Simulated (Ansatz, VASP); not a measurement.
Given: the input of a run of Ansatz 0.2.0 on Al.

The input input.yaml:

```yaml
crystal:
  lattice:
    - [0.0, 2.024805, 2.024805]
    - [2.024805, 0.0, 2.024805]
    - [2.024805, 2.024805, 0.0]
  atoms:
    - { symbol: Al, position: [0.0, 0.0, 0.0] }
kpoints:
  mp_grid: { grid: [11, 11, 11] }
scf:
  occupations: { method: fermi_dirac, width: 0.05 }
hamiltonian:
  xc: rpbe
  dispersion: d3bj
  pseudopotentials: { kind: all_electron, lapw: { basis_error: 0.001 } }
output:
  forces: true
  stress: true
relax:
  f_tol: 0.02
  max_steps: 60
  cell: {}
```

Potentials or basis: all-electron LAPW, scalar-relativistic.

The run is started by

```console
$ ansatz run input.yaml --threads 1 --pin off --max-ram 3072MiB --backend cpu --events-out ev --progress --plain --runs-dir out
```

Task: Translate it to VASP 6.6.1. Potentials there: VASP PAW PBE potentials, release 64 (Al).

Result: As run (the cutoff follows the program's own potentials):

INCAR

```
SYSTEM = Al
ALGO = Normal
EDIFF = 1E-7
EDIFFG = -0.02
ENCUT = 600
GGA = RP
IBRION = 2
ISIF = 3
ISMEAR = -1
IVDW = 12
LASPH = .TRUE.
LCHARG = .FALSE.
LREAL = .FALSE.
LWAVE = .FALSE.
NELM = 80
NSW = 80
PREC = Accurate
SIGMA = 0.05
```

Contents of KPOINTS:

```
k-points
0
G
  11 11 11
  0 0 0
```

The input POSCAR:

```
Al
1.0
    0.0000000000      2.0248050000      2.0248050000
    2.0248050000      0.0000000000      2.0248050000
    2.0248050000      2.0248050000      0.0000000000
Al
1
Direct
    0.0000000000      0.0000000000      0.0000000000
```

Potentials or basis: VASP PAW PBE potentials, release 64 (Al).

Launch:

```sh
$ cat potpaw_PBE.64/Al/POTCAR > POTCAR
$ mpirun -np 1 vasp_std > vasp.out
```

Both were run:

|  | VASP | Ansatz | Ansatz less VASP |
| --- | --- | --- | --- |
| relaxed volume (Å³/atom) | 13.48 | 13.49 | +0.017 |
| relaxed cell length with the largest relative difference (Å) | 2.671 | 2.672 | +0.0011 |

VASP's potentials were made for PBE, not for RPBE. Ansatz ran all-electron here, and VASP with PAW potentials.

Noted on VASP's run: the volume moved by over 15 % at a fixed basis, so the end points are rough. Noted on Ansatz's run: the volume moved by over 15 % at a fixed basis, so the end points are rough.
